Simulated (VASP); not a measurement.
# InAsF6 (R-3) in VASP: single point with PBE

Aim: the single point of InAsF6 with PBE.

Everything below comes from runs of VASP 6.6.1. Logs are shortened: lines on timing, memory, paths and dates and some standing lists are left out, and cuts for length are marked.

**1. The cell of the first run**

The structure is trigonal, space group R-3 (No. 148). The conventional cell has a = 7.639 Å, b = 7.639 Å, c = 7.860 Å, α = 90.00°, β = 90.00°, γ = 120.00°. In (site symmetry -3) has 12 F at 3.02 to 3.23 Å and 2 As at 3.93 Å within 4.0 Å. Within 2.4 Å of As (site symmetry -3) lie 6 F at 1.78 Å. Within 2.4 Å of F (site symmetry 1) lie 1 As at 1.78 Å.

**2. Single point, PBE**

Contents of INCAR:

```
ALGO = Normal
EDIFF = 1E-7
ENCUT = 520
GGA = PE
ISIF = 2
ISMEAR = 0
LASPH = T
LCHARG = F
LREAL = F
LWAVE = F
NBANDS = 40
NELM = 80
PREC = Accurate
SIGMA = 0.01
```

Contents of KPOINTS:

```
k-points
0
Gamma
  4 4 4
```

Contents of POSCAR:

```
InAsF6
1.0
    3.8193378900      2.2050957600      2.6199350800
   -3.8193378900      2.2050957600      2.6199350800
    0.0000000000     -4.4101915200      2.6199350800
In As F
1 1 6
Direct
    0.0000000000      0.0000000000      0.0000000000
    0.5000000000      0.5000000000      0.5000000000
    0.2971920000      0.5822730000      0.2243380000
    0.5822730000      0.2243380000      0.2971920000
    0.7756620000      0.7028080000      0.4177270000
    0.4177270000      0.7756620000      0.7028080000
    0.7028080000      0.4177270000      0.7756620000
    0.2243380000      0.2971920000      0.5822730000
```

Potentials or basis: VASP PAW PBE potentials, release 64 (In_d, As, F).

Launch:

```
$ cat potpaw_PBE.64/In_d/POTCAR potpaw_PBE.64/As/POTCAR potpaw_PBE.64/F/POTCAR > POTCAR
$ mpirun -np 1 vasp_std > vasp.out
```

OUTCAR:

```text
EDIFF = 1E-7
   ENCUT = 520
   GGA = PE
   ISIF = 2
   ISMEAR = 0
   LASPH = T
   LREAL = F
   NELM = 80
   PREC = Accurate

 ion  position               nearest neighbor table
   1  0.000  0.000  0.000-
   2  0.500  0.500  0.500-   4 1.78   6 1.78   3 1.78   7 1.78   5 1.78   8 1.78
   3  0.297  0.582  0.224-   2 1.78
   4  0.582  0.224  0.297-   2 1.78
   5  0.776  0.703  0.418-   2 1.78
   6  0.418  0.776  0.703-   2 1.78
   7  0.703  0.418  0.776-   2 1.78
   8  0.224  0.297  0.582-   2 1.78

  LATTYP: Found a trigonal (rhomboedric) cell.
 ALAT       =     5.1297026280
 COS(alpha) =    -0.1087197383

  Lattice vectors:

 A1 = (   3.8193378900,   2.2050957600,   2.6199350800)
 A2 = (  -3.8193378900,   2.2050957600,   2.6199350800)
 A3 = (   0.0000000000,  -4.4101915200,   2.6199350800)

Analysis of symmetry for initial positions (statically):
=====================================================================
 Subroutine PRICEL returns:
 Original cell was already a primitive cell.

 Routine SETGRP: Setting up the symmetry group for a
 trigonal (rhombohedral) supercell.

 Subroutine GETGRP returns: Found  6 space group operations
 (whereof  6 operations were pure point group operations)
 out of a pool of 12 trial point group operations.

The static configuration has the point symmetry S_6 .

Analysis of symmetry for dynamics (positions and initial velocities):
=====================================================================
 Subroutine PRICEL returns:
 Original cell was already a primitive cell.

 Routine SETGRP: Setting up the symmetry group for a
 trigonal (rhombohedral) supercell.

 Subroutine GETGRP returns: Found  6 space group operations
 (whereof  6 operations were pure point group operations)
 out of a pool of 12 trial point group operations.

The dynamic configuration has the point symmetry S_6 .

 Subroutine INISYM returns: Found  6 space group operations
 (whereof  6 operations are pure point group operations),
 and found     1 'primitive' translations

----------------------------------------------------------------------------------------

                                     Primitive cell

  volume of cell :     132.3907

  direct lattice vectors                    reciprocal lattice vectors
     3.819337890  2.205095760  2.619935080     0.130912743  0.075582507  0.127229616
    -3.819337890  2.205095760  2.619935080    -0.130912743  0.075582507  0.127229616
     0.000000000 -4.410191520  2.619935080     0.000000000 -0.151165015  0.127229616

  length of vectors
     5.129702628  5.129702628  5.129702629     0.197580963  0.197580963  0.197580963

  position of ions in fractional coordinates (direct lattice)
     0.000000000  0.000000000  0.000000000
     0.500000000  0.500000000  0.500000000
     0.297192000  0.582273000  0.224338000
     0.582273000  0.224338000  0.297192000
     0.775662000  0.702808000  0.417727000
     0.417727000  0.775662000  0.702808000
     0.702808000  0.417727000  0.775662000
     0.224338000  0.297192000  0.582273000

  ion indices of the primitive-cell ions
   primitive index   ion index
                 1           1
                 2           2
                 3           3
                 4           4
                 5           5
                 6           6
                 7           7
                 8           8

----------------------------------------------------------------------------------------

 KPOINTS: k-points

Automatic generation of k-mesh.
 Grid dimensions read from file:
 generate k-points for:    4    4    4

 Generating k-lattice:

  Cartesian coordinates                     Fractional coordinates (reciprocal lattice)
     0.032728186  0.018895627  0.031807404     0.250000000  0.000000000  0.000000000
    -0.032728186  0.018895627  0.031807404     0.000000000  0.250000000  0.000000000
     0.000000000 -0.037791254  0.031807404     0.000000000  0.000000000  0.250000000

  Length of vectors
     0.049395241  0.049395241  0.049395241

  Shift w.r.t. Gamma in fractional coordinates (k-lattice)
     0.000000000  0.000000000  0.000000000

 Subroutine IBZKPT returns following result:
 ===========================================

 Found     14 irreducible k-points:

 Following reciprocal coordinates:
            Coordinates               Weight
  0.000000  0.000000  0.000000      1.000000
  0.250000  0.000000  0.000000      6.000000
  0.500000  0.000000  0.000000      3.000000
  0.250000  0.250000  0.000000      6.000000
  0.500000  0.250000  0.000000      6.000000
  0.500000  0.000000 -0.250000      6.000000
 -0.250000  0.250000  0.000000      6.000000
  0.500000  0.500000  0.000000      3.000000
  0.250000  0.250000  0.250000      2.000000
  0.500000  0.250000  0.250000      6.000000
 -0.250000  0.250000  0.250000      6.000000
  0.500000  0.500000  0.250000      6.000000
 -0.250000  0.500000  0.250000      6.000000
  0.500000  0.500000  0.500000      1.000000
   k-points           NKPTS =     14   k-points in BZ     NKDIM =     14   number of bands    NBANDS=     40
   number of dos      NEDOS =    301   number of ions     NIONS =      8
   total plane-waves  NPLWV =  64000
   dimension x,y,z NGX =    40 NGY =   40 NGZ =   40
   dimension x,y,z NGXF=    80 NGYF=   80 NGZF=   80
   ions per type =               1   1   6
   NGX,Y,Z   is equivalent  to a cutoff of  12.96, 12.96, 12.96 a.u.
   NGXF,Y,Z  is equivalent  to a cutoff of  25.93, 25.93, 25.93 a.u.
 SYSTEM =  unknown system
   PREC   = accura    normal or accurate (medium, high low for compatibility)
   ISTART =      0    job   : 0-new  1-cont  2-samecut
   ICHARG =      2    charge: 1-file 2-atom 10-const
   ISPIN  =      1    spin polarized calculation?
   LNONCOLLINEAR =      F non collinear calculations
   LSORBIT =      F    spin-orbit coupling
   LASPH  =      T    aspherical Exc in radial PAW
   ENCUT  =  520.0 eV  38.22 Ry    6.18 a.u.   9.54  9.54  9.54*2*pi/ulx,y,z
   NELM   =     80;   NELMIN=  2; NELMDL= -5     # of ELM steps
   EDIFF  = 0.1E-06   stopping-criterion for ELM
   LREAL  =      F    real-space projection
   EDIFFG = 0.1E-05   stopping-criterion for IOM
   NSW    =      0    number of steps for IOM
   IBRION =     -1    ionic relax: 0-MD 1-quasi-New 2-CG
   NFREE  =      0    steps in history (QN), initial steepest desc. (CG)
   ISIF   =      2    stress and relaxation
   ISYM   =      2    0-nonsym 1-usesym 2-fastsym
   POTIM  = 0.5000    time-step for ionic-motion
   TEBEG  =    0.0;   TEEND  =   0.0 temperature during run
   PSTRESS=    0.0 pullay stress
   NELECT =      60.0000    total number of electrons
   NUPDOWN=      -1.0000    fix difference up-down
   EMIN   =  10.00;   EMAX   =-10.00  energy-range for DOS
   EFERMI =   0.00;   METHOD = LEGACY
   ISMEAR =     0;   SIGMA  =   0.01  broadening in eV -4-tet -1-fermi 0-gaus
   EFERMI_NEDOS =   21; number of points for ismear=-14 and -15
   IALGO  =     38    algorithm
   IMIX   =      4    mixing-type and parameters
     AMIX     =   0.40;   BMIX     =  1.00
     AMIX_MAG =   1.60;   BMIX_MAG =  1.00
  volume/ion in A,a.u.               =      16.55       111.68
  Fermi-wavevector in a.u.,A,eV,Ry     =   1.257495  2.376320 21.514794  1.581293
  Thomas-Fermi vector in A             =   2.391151
   LORBIT       =      0    0 simple, 1 ext, 2 COOP (PROOUT), +10 PAW based schemes
   GGA     = PE    functional components
   LHFCALC =     F    Hartree Fock is set to
   AEXX    =    0.0000 exact exchange contribution
   IVDW    =     0    specifies the selected vdW correction
   LEPSILON=     F    determine dielectric tensor
   LRPA    =     F    only Hartree local field effects (RPA)
 non-spin polarized calculation
 Gauss-broadening in eV      SIGMA  =   0.01
  energy-cutoff  :      520.00
  volume of cell :      132.39
 maximum number of plane-waves:      3603
 NGX is ok and might be reduce to    40
   NGX = 19   NGY = 19   NGZ = 19

 number of electron      60.0000008 magnetization

 Free energy of the ion-electron system (eV)
  ---------------------------------------------------
  ext. energy  EPLUGINS =         0.00000000
  ---------------------------------------------------
  free energy    TOTEN  =       -34.69893478 eV

  energy without entropy =      -34.69893478  energy(sigma->0) =      -34.69893478

 E-fermi :  -0.5659     XC(G=0):  -8.5150

 val. band max:       -0.7016125552   @ k =  -0.2500   0.5000   0.2500
 cond. band min:       2.6654070568   @ k =   0.5000   0.0000   0.0000
 fundamental gap:      3.3670196120
 Fermi energy:        -0.5658656353

 k-point     1 :       0.0000    0.0000    0.0000
  band No.  band energies     occupation
      1     -24.4569      2.00000
      2     -23.0268      2.00000
      3     -23.0048      2.00000
      4     -23.0048      2.00000
      5     -22.3631      2.00000
      6     -22.3631      2.00000
[... 32 lines left out ...]
     39      10.5642      0.00000
     40      10.5642      0.00000

 k-point     2 :       0.2500    0.0000    0.0000
  band No.  band energies     occupation
      1     -24.4392      2.00000
      2     -23.0484      2.00000
      3     -23.0127      2.00000
      4     -22.9932      2.00000
      5     -22.3745      2.00000
      6     -22.3586      2.00000
[... 32 lines left out ...]
     39      10.8811      0.00000
     40      11.2426      0.00000

 k-point     3 :       0.5000    0.0000    0.0000
  band No.  band energies     occupation
      1     -24.4210      2.00000
      2     -23.0773      2.00000
      3     -23.0140      2.00000
      4     -22.9814      2.00000
      5     -22.3864      2.00000
      6     -22.3544      2.00000
[... 423 lines left out ...]
  band No.  band energies     occupation
      1     -24.3914      2.00000
      2     -23.0734      2.00000
      3     -23.0181      2.00000
      4     -22.9935      2.00000
      5     -22.3950      2.00000
      6     -22.3785      2.00000
[... 32 lines left out ...]
     39      11.3174      0.00000
     40      12.2849      0.00000

 k-point    14 :       0.5000    0.5000    0.5000
  band No.  band energies     occupation
      1     -24.3611      2.00000
      2     -23.0858      2.00000
      3     -23.0052      2.00000
      4     -23.0052      2.00000
      5     -22.4044      2.00000
      6     -22.4044      2.00000
[... 32 lines left out ...]
     39      10.9746      0.00000
     40      12.8583      0.00000

------------------------ aborting loop because EDIFF is reached ----------------------------------------

  FORCE on cell =-STRESS in cart. coord.  units (eV):
  Direction    XX          YY          ZZ          XY          YZ          ZX
  --------------------------------------------------------------------------------------
  -------------------------------------------------------------------------------------
  Total        0.0996403      0.0996403     -0.1239472     -0.0000000     -0.0000000      0.0000000
  in kB        1.2058357      1.2058357     -1.4999959     -0.0000004     -0.0000000      0.0000000
  external PRESSURE =       0.3038918 kB  Pullay stress =       0.0000000 kB

 VOLUME and BASIS-vectors are now :
 -----------------------------------------------------------------------------
  energy-cutoff  :      520.00
  volume of cell :      132.39
      direct lattice vectors                 reciprocal lattice vectors
     3.819337890  2.205095760  2.619935080     0.130912743  0.075582507  0.127229616
    -3.819337890  2.205095760  2.619935080    -0.130912743  0.075582507  0.127229616
     0.000000000 -4.410191520  2.619935080     0.000000000 -0.151165015  0.127229616

 POSITION                                       TOTAL-FORCE (eV/Angst)
 -----------------------------------------------------------------------------------
      0.00000      0.00000      0.00000        -0.000000      0.000000     -0.000000
      0.00000      0.00000      3.92990        -0.000000      0.000000     -0.000000
     -1.08882      0.94993      2.89189         0.000918     -0.009960     -0.003488
      1.36707      0.46798      2.89189        -0.009084      0.004185     -0.003488
      0.27825      1.41791      4.96791        -0.008167     -0.005775      0.003488
     -1.36707     -0.46798      4.96791         0.009084     -0.004185      0.003488
      1.08882     -0.94993      4.96791        -0.000918      0.009960      0.003488
     -0.27825     -1.41791      2.89189         0.008167      0.005775     -0.003488
 -----------------------------------------------------------------------------------
    total drift:                                0.000000     -0.000000     -0.000000

  FREE ENERGIE OF THE ION-ELECTRON SYSTEM (eV)
  ---------------------------------------------------
  free  energy   TOTEN  =       -34.6989347804 eV

  energy  without entropy=      -34.6989347804  energy(sigma->0) =      -34.69893478
```

Wall time 57 s (1 thread of AMD EPYC 7R13 (Zen 3), shared host); peak memory 0.24 GiB.

Results:

```
Free energy            : -34.6989 eV
Pressure               : 0.0 GPa
Largest force          : 0.011 eV/Å
Band gap on the k mesh : 3.37 eV, indirect (least direct gap 3.49 eV)
```

Forces in eV/Å, atoms in the order of the input:
```
In   0.000  0.000  0.000
As   0.000  0.000  0.000
F    0.001 -0.010 -0.003
F   -0.009  0.004 -0.003
F   -0.008 -0.006  0.003
F    0.009 -0.004  0.003
F   -0.001  0.010  0.003
F    0.008  0.006 -0.003
```

Caveat: spin-orbit coupling is left out, which moves the levels of the heavy elements. A k mesh can miss the band edges.
